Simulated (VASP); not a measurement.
# Ca3Mg (Pm-3m) in VASP: notebook, part 2 of 2

VASP 6.6.1. The steps go on from the part before.

## 4. Relaxation of cell and atoms, LDA, target pressure 2 GPa, at which the enthalpy is minimised

This run uses another cell than the first one, of 36.98 Å³/atom.

File INCAR:

```
ALGO = Normal
EDIFF = 1E-6
EDIFFG = -0.01
ENCUT = 600
GGA = CA
IBRION = 2
ISIF = 3
ISMEAR = -1
LASPH = True
LCHARG = False
LREAL = False
LWAVE = False
NELM = 80
NSW = 80
PREC = Accurate
PSTRESS = 20.0
SIGMA = 0.1
```

File KPOINTS:

```
k-points
0
Gamma
  5 5 5
```

File POSCAR:

```
Ca3Mg
1.0
    5.2888130000      0.0000000000      0.0000000000
    0.0000000000      5.2888130000      0.0000000000
    0.0000000000      0.0000000000      5.2888130000
Ca Mg
3 1
Direct
    0.5000000000      0.5000000000      0.0000000000
    0.0000000000      0.5000000000      0.5000000000
    0.5000000000      0.0000000000      0.5000000000
    0.0000000000      0.0000000000      0.0000000000
```

Potentials or basis: VASP PAW LDA potentials, release 64 (Ca_sv, Mg).

Run with:

```sh
> cat potpaw_LDA.64/Ca_sv/POTCAR potpaw_LDA.64/Mg/POTCAR > POTCAR
> mpirun -np 1 vasp_std > vasp.out
```

OUTCAR:

```text
EDIFF = 1E-6
   EDIFFG = -0.01
   ENCUT = 600
   GGA = CA
   IBRION = 2
   ISIF = 3
   ISMEAR = -1
   LASPH = True
   LREAL = False
   NELM = 80
   NSW = 80
   PREC = Accurate
   PSTRESS = 20.0

 ion  position               nearest neighbor table
   1  0.500  0.500  0.000-
   2  0.000  0.500  0.500-
   3  0.500  0.000  0.500-
   4  0.000  0.000  0.000-

  LATTYP: Found a simple cubic cell.
 ALAT       =     5.2888130000

  Lattice vectors:

 A1 = (   5.2888130000,   0.0000000000,   0.0000000000)
 A2 = (   0.0000000000,   5.2888130000,   0.0000000000)
 A3 = (   0.0000000000,   0.0000000000,   5.2888130000)

Analysis of symmetry for initial positions (statically):
=====================================================================
 Subroutine PRICEL returns:
 Original cell was already a primitive cell.

 Routine SETGRP: Setting up the symmetry group for a
 simple cubic supercell.

 Subroutine GETGRP returns: Found 48 space group operations
 (whereof 48 operations were pure point group operations)
 out of a pool of 48 trial point group operations.

The static configuration has the point symmetry O_h .
[... 133 lines left out ...]
 conjugate gradient relaxation of ions
 non-spin polarized calculation
  energy-cutoff  :      600.00
  volume of cell :      147.94
 maximum number of plane-waves:      4973
 NGX is ok and might be reduce to    42
   NGX = 21   NGY = 21   NGZ = 21

--------------------------------------- Ionic step        1  -------------------------------------------

 number of electron      31.9999991 magnetization

 Free energy of the ion-electron system (eV)
  ---------------------------------------------------
  ext. energy  EPLUGINS =         0.00000000
  ---------------------------------------------------
  free energy    TOTEN  =        -8.57195885 eV

  energy without entropy =       -8.41350404  energy(sigma->0) =       -8.49273145

------------------------ aborting loop because EDIFF is reached ----------------------------------------

  FORCE on cell =-STRESS in cart. coord.  units (eV):
  Direction    XX          YY          ZZ          XY          YZ          ZX
  --------------------------------------------------------------------------------------
  -------------------------------------------------------------------------------------
  Total       -2.0263868     -2.0263868     -2.0263868      0.0000000     -0.0000000      0.0000000
  in kB      -21.9461480    -21.9461480    -21.9461480      0.0000000     -0.0000000      0.0000000
  external PRESSURE =     -41.9461480 kB  Pullay stress =      20.0000000 kB
[... 107 lines left out ...]
--------------------------------------- Ionic step        4  -------------------------------------------

 number of electron      31.9999992 magnetization

 Free energy of the ion-electron system (eV)
  ---------------------------------------------------
  ext. energy  EPLUGINS =         0.00000000
  ---------------------------------------------------
  free energy    TOTEN  =        -8.63323327 eV

  energy without entropy =       -8.47881680  energy(sigma->0) =       -8.55602504

 E-fermi :   2.6255     XC(G=0):  -8.7601

 val. band max:        2.6180167452   @ k =   0.4000   0.2000   0.2000
 cond. band min:       2.6613634095   @ k =   0.4000   0.4000   0.2000
 fundamental gap:      0.0433466643
 Fermi energy:         2.6255122021

 k-point     1 :       0.0000    0.0000    0.0000
  band No.  band energies     occupation
      1     -38.3363      2.00000
      2     -38.2764      2.00000
      3     -38.2764      2.00000
      4     -19.7828      2.00000
      5     -19.7828      2.00000
      6     -19.7828      2.00000
[... 254 lines left out ...]
  energy  without entropy=       -8.4788168016  energy(sigma->0) =       -8.55602504

  enthalpy is  TOTEN    =        -7.1032775092 eV   P V=        1.5299557620

 reached required accuracy - stopping structural energy minimisation
```

CONTCAR:

```text
Ca3Mg
   1.00000000000000
     4.9672934817070660   -0.0000000000000000    0.0000000000000000
     0.0000000000000000    4.9672934817070660   -0.0000000000000000
     0.0000000000000000   -0.0000000000000000    4.9672934817070660
  Ca              Mg
     3     1
Direct
     0.5000000000000000    0.5000000000000000    0.0000000000000000
     0.0000000000000000    0.5000000000000000    0.5000000000000000
     0.5000000000000000    0.0000000000000000    0.5000000000000000
     0.0000000000000000    0.0000000000000000    0.0000000000000000

  0.00000000E+00  0.00000000E+00  0.00000000E+00
  0.00000000E+00  0.00000000E+00  0.00000000E+00
  0.00000000E+00  0.00000000E+00  0.00000000E+00
  0.00000000E+00  0.00000000E+00  0.00000000E+00
```

Wall time 49 s (1 thread of Intel Xeon 6975P-C (Granite Rapids), shared host); peak memory 0.23 GiB.

Results:

```
Free energy                                                : -8.6332 eV
Relaxed volume                                             : 30.64 Å³/atom
Relaxed cell                                               : a = 4.967 Å, b = 4.967 Å, c = 4.967 Å, α = 90.00°, β = 90.00°, γ = 90.00°
Space group after relaxing (to 0.1 Å)                      : Pm-3m (No. 221)
Energy change on relaxing (the run minimises the enthalpy) : -15.3 meV/atom
Ionic steps                                                : 4
Pressure after relaxing                                    : 2.0 GPa
Band gap on the k mesh                                     : zero (bands 16 and 17 overlap by 0.43 eV)
```

Step by step:
| step | energy change (eV) | largest force (eV/Å) | pressure (GPa) | volume (Å³) |
| --- | --- | --- | --- | --- |
| 1 | 0.0000 | 0.0000 | -2.19 | 147.94 |
| 2 | -0.1087 | 0.0000 | 0.75 | 128.16 |
| 3 | -0.0675 | 0.0000 | 1.88 | 123.08 |
| 4 | -0.0613 | 0.0000 | 2.01 | 122.56 |

Final structure:
```
CELL_PARAMETERS angstrom
4.96729 0.00000 0.00000
0.00000 4.96729 0.00000
0.00000 0.00000 4.96729
ATOMIC_POSITIONS crystal
Ca 0.50000 0.50000 0.00000
Ca 0.00000 0.50000 0.50000
Ca 0.50000 0.00000 0.50000
Mg 0.00000 0.00000 0.00000
```

Caveat: the cell is relaxed towards a set pressure, so the run minimises the enthalpy, not the energy; the volume moved by over 15 % at a fixed basis, so the end points are rough.

## 5. Overview

| task | cell | cutoff (eV) | gap on the mesh (eV) | pressure (GPa) |
| --- | --- | --- | --- | --- |
| single point | a = 5.102 Å, 4 atoms | 520 | none | -0.1 |
| relaxation of cell and atoms | relaxed from a = 5.289 Å, 4 atoms | 600 | none | 0.0 |
| relaxation of cell and atoms | relaxed to 2 GPa from a = 5.289 Å, 4 atoms | 600 | none | 2.0 |

Alike in all rows: level LDA; potentials or basis VASP PAW LDA potentials, release 64 (Ca_sv, Mg); no spin polarisation; k mesh 5 × 5 × 5; smearing fermi-dirac 0.1 eV.

Caveats: the cell is relaxed towards a set pressure, so the run minimises the enthalpy, not the energy (at least some runs); the volume moved by over 15 % at a fixed basis, so the end points are rough (at least some runs).

Absolute energies hang on the potentials; compare differences alone.
